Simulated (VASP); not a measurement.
Runs of VASP 6.6.1 on BiRh. The structure is that of space group P6_3/mmc (No. 194), or close to it. The cells are those of the table. 

```tsv
cell	gap on the mesh (eV)	pressure (GPa)
a = 4.176, b = 4.176, c = 5.663 Å, angles 90.0, 90.0, 120.0°, 4 atoms	none	-6.9
a = 4.135, b = 4.135, c = 5.663 Å, angles 90.0, 90.0, 120.0°, 4 atoms	none	(a)
a = 4.012, b = 4.012, c = 5.663 Å, angles 90.0, 90.0, 120.0°, 4 atoms	none	3.4
a = 4.053, b = 4.053, c = 5.663 Å, angles 90.0, 90.0, 120.0°, 4 atoms	none	0.4
```

Alike in all rows: task single point; level LDA; potentials or basis VASP PAW LDA potentials, release 64 (Bi_d, Rh_pv); no spin polarisation; k mesh 12 × 12 × 7; cutoff (eV) 520; smearing fermi-dirac 0.03 eV.

Q: Fill in the values left out.

A: (a) -4.8.

Caveats: spin-orbit coupling is left out, which moves the levels of the heavy elements; the cell stands under tension (at least some runs); the cell stands under pressure (at least some runs).

A k mesh can miss the band edges, and the runs leave out spin-orbit coupling on Bi, Rh.

A gap of «none» marks levels without a gap at the run's occupations.
